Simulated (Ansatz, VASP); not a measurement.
## ZnGeP2: VASP beside Ansatz

```
CELL_PARAMETERS angstrom
-2.64164 2.64164 5.50402
2.64164 -2.64164 5.50402
2.64164 2.64164 -5.50402
ATOMIC_POSITIONS crystal
Zn 0.75000 0.25000 0.50000
Zn 0.00000 0.00000 0.00000
Ge 0.25000 0.75000 0.50000
Ge 0.50000 0.50000 0.00000
P 0.12688 0.62500 0.00188
P 0.87500 0.87312 0.49812
P 0.37500 0.37688 0.50188
P 0.62312 0.12500 0.99812
```

Change from the starting cell: epitaxial_xy strain -3.0%.

Alike in both runs: task single point; functional r2SCAN; k mesh 6 × 6 × 6; no spin polarisation.

```csv
,VASP,Ansatz
version,VASP 6.6.1,Ansatz 0.2.0
potentials or method,"VASP PAW PBE potentials, release 64 (Zn, Ge_d, P)","plane waves, PAW"
plane-wave cutoff (eV),550,500
occupations,"gaussian, width 0.01 eV",fixed
valence electrons in the cell,72,72
```

|  | VASP | Ansatz | Ansatz less VASP |
| --- | --- | --- | --- |
| gap on the k mesh at the Fermi level (eV) | 1.36 | 1.35 | -0.010 |
| pressure (GPa) | 3.1 | 3.2 | +0.07 |
| traceless stress, the component that is largest in VASP (GPa) | -3.15 | -3.16 | -0.003 |
| rms of the force components (eV/Å) | 0.006 | 0.000 | -0.0055 |

VASP's potentials were made for PBE, not for r2SCAN. Atom by atom the forces differ by 0.006 eV/Å (rms over components).
